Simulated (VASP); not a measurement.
# LaRe: single point with PBEsol

Crystal: LaRe.

```xyz
2
Lattice="3.5836 0.0000 0.0000 0.0000 3.5836 0.0000 0.0000 0.0000 3.5836" Properties=species:S:1:pos:R:3 pbc="T T T"
La    0.0000    0.0000    0.0000
Re    1.7918    1.7918    1.7918
```

- Program: VASP 6.6.1
- Task: single point
- Functional: PBEsol
- Potentials or basis: VASP PAW PBE potentials, release 64 (La, Re)
- Cutoff: 520 eV
- k mesh: 10 × 10 × 10
- Occupations: gaussian, width 0.05 eV
- Spin: no spin polarisation
- Dipole correction: no
- Further INCAR settings: ALGO = Fast; EDIFF = 1e-06; NBANDS = 16

```
Pressure               : -5.0 GPa
Band gap on the k mesh : zero (bands 9 and 10 overlap by 1.97 eV)
```

Levels at points of the mesh, in eV from the Fermi level:
```
           k point  band 7  band 8  band 9  band 10  band 11  band 12
(0.00, 0.00, 0.00)   -3.17   -0.05   -0.05    -0.05     3.57     3.57
(0.50, 0.00, 0.00)   -1.14   -0.05   -0.05     0.21     0.64     1.41
(0.50, 0.50, 0.00)   -1.48   -1.48    1.42     1.51     2.58     2.58
(0.50, 0.50, 0.50)   -0.90   -0.05   -0.05    -0.05     1.37     1.59
```

Run time: 2.3 min on 1 thread of Intel(R) Xeon(R) Platinum 8375C CPU @ 2.90GHz (Ice Lake) (shared host), peak memory 0.2 GiB.

Caveat: the cell stands under tension; the PAW data sets were made with another functional, which shifts forces and pressure a little; spin-orbit coupling is left out, which moves the levels of the heavy elements.
